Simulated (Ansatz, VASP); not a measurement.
# One calculation of SnSe, two programs

```
Sn Se
1.0
     4.28533    0.00000    0.00000
     0.00000    4.28533    0.00000
     0.00000    0.00000   10.99069
Sn Se
2 2
Direct
  0.50000 0.00000 0.37223
  0.00000 0.50000 0.62777
  0.50000 0.00000 0.61604
  0.00000 0.50000 0.38396
```

Alike in both runs: task single point; functional LDA; k mesh 4 × 4 × 2; no spin polarisation.

|  | VASP | Ansatz |
| --- | --- | --- |
| version | VASP 6.6.1 | Ansatz 0.2.0 |
| potentials or method | VASP PAW LDA potentials, release 64 (Sn_d, Se), cutoff 520 eV | plane waves, PAW |
| occupations | gaussian, width 0.01 eV | fixed |
| valence electrons in the cell | 40 | 60 |

```tsv
	VASP	Ansatz	Ansatz less VASP
gap on the k mesh at the Fermi level (eV)	1.58	1.60	+0.015
```

LDA's correlation is that of Perdew and Zunger in VASP and of Perdew and Wang (1992) in Ansatz. VASP's potentials hold 40 valence electrons a cell and Ansatz's 60, so a difference there can come from the potentials and not from the codes.
